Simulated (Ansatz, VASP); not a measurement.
## Two plane-wave programs on HgH3

```
Hg H
1.0
     6.94505    0.00000    0.00000
     0.00000    6.94505    0.00000
     0.00000    0.00000    6.94505
Hg H
2 6
Direct
  0.50000 0.50000 0.50000
  0.00000 0.00000 0.00000
  0.05419 0.50000 0.50000
  0.94581 0.50000 0.50000
  0.50000 0.05419 0.50000
  0.50000 0.94581 0.50000
  0.50000 0.50000 0.05419
  0.50000 0.50000 0.94581
```

Alike in both runs: functional PBE; k mesh 4 × 4 × 4; occupations gaussian, width 0.02 eV; no spin polarisation.

Ansatz relaxed the structure, and its values are those at the end. VASP's run is a single point on that final structure, the one shown.

|  | VASP | Ansatz |
| --- | --- | --- |
| version | VASP 6.6.1 | Ansatz 0.2.0 |
| potentials or method | VASP PAW PBE potentials, release 64 (Hg, H), cutoff 520 eV | scalar-relativistic, plane waves, PAW |
| valence electrons in the cell | 30 | 46 |

Ansatz gave:

| Quantity | Value |
| --- | --- |
| gap on the k mesh at the Fermi level (eV) | 4.71 |
| least direct gap on the mesh (eV) | 4.71 |
| pressure (GPa) | 0.0 |
| rms of the force components (eV/Å) | 0.000 |

Problem. What did VASP give for the same quantities?

Solution. gap on the k mesh at the Fermi level (eV): 4.72; least direct gap on the mesh (eV): 4.72; pressure (GPa): 0.0; rms of the force components (eV/Å): 0.006.

VASP's potentials hold 30 valence electrons a cell and Ansatz's 46, so a difference there can come from the potentials and not from the codes. Ansatz's warnings: stress scf threshold loose.

Spin-orbit coupling is off throughout.
